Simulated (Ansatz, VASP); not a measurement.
Two plane-wave programs on La2O3

INCAR

```
SYSTEM = La2O3
AGGAC    = 1.0          
AGGAX    = 1.0          
ALDAC    = 0.0          
ALDAX    = 1.0          
ALGO     = Normal         ! electronic algorithm
EDIFF    = 1E-6           ! SCF threshold, eV
ENCUT    = 520            ! plane-wave cutoff, eV
GGA      = B5             ! functional
ISIF     = 2              ! what is computed and relaxed
ISMEAR   = 0              ! smearing method
LASPH    = .TRUE.         ! aspherical terms in the spheres
LCHARG   = .FALSE.        ! write CHGCAR
LREAL    = .FALSE.        ! projectors in reciprocal space
LWAVE    = .FALSE.        ! write WAVECAR
NBANDS   = 28             ! bands
NELM     = 100            ! most SCF steps
PREC     = Accurate       ! precision mode
SIGMA    = 0.01           ! smearing width, eV
```

KPOINTS

```
k-points
0
G
  6 6 6
  0 0 0
```

File POSCAR:

```
La2O3
1.0
    6.2667800000      0.0000000000      0.0000000000
   -3.1333900000      5.4271900000      0.0000000000
    0.0000000000      0.0000000000      3.2997700000
La O
2 3
Direct
    0.3333333333      0.6666666667      0.5000000000
    0.6666666667      0.3333333333      0.5000000000
    0.4919900000      0.4919900000      0.0000000000
    0.0000000000      0.5080100000      0.0000000000
    0.5080100000      0.0000000000      0.0000000000
```

Input for Ansatz:

```yaml
crystal:
  lattice:
    - [6.26678, 0.0, 0.0]
    - [-3.13339, 5.42719, 0.0]
    - [0.0, 0.0, 3.29977]
  atoms:
    - { symbol: La, position: [0.3333333333333333, 0.6666666666666666, 0.5] }
    - { symbol: La, position: [0.6666666666666666, 0.3333333333333333, 0.5] }
    - { symbol: O, position: [0.49199, 0.49199, 0.0] }
    - { symbol: O, position: [0.0, 0.50801, 0.0] }
    - { symbol: O, position: [0.50801, 0.0, 0.0] }
basis:
  ecutwfc: 550.0
kpoints:
  mp_grid:
    grid: [6, 6, 6]
hamiltonian:
  xc: blyp
  pseudopotentials:
    kind: paw
scf:
  convergence:
    dr2_threshold: 1.0e-09
  occupations:
    method: fixed
output:
  forces: true
  stress: true
```

Alike in both runs: task single point; functional BLYP; k mesh 6 × 6 × 6; no spin polarisation.

|  | VASP | Ansatz |
| --- | --- | --- |
| version | VASP 6.6.1 | Ansatz 0.2.0 |
| potentials or method | VASP PAW PBE potentials, release 64 (La, O), cutoff 520 eV | plane waves, PAW |
| occupations | gaussian, width 0.01 eV | fixed |
| valence electrons in the cell | 40 | 40 |

Ansatz gave:

- pressure (GPa): 5.5
- traceless stress, the component that is largest in VASP (GPa): -0.38
- rms of the force components (eV/Å): 0.015

Q: What did VASP give for the same quantities?

A: Pressure (GPa): 5.3; traceless stress, the component that is largest in VASP (GPa): -0.43; rms of the force components (eV/Å): 0.015.

VASP's potentials were made for PBE, not for BLYP. Atom by atom the forces differ by 0.000 eV/Å (rms over components). Ansatz's warnings: stress scf threshold loose.

Spin-orbit coupling is off throughout.
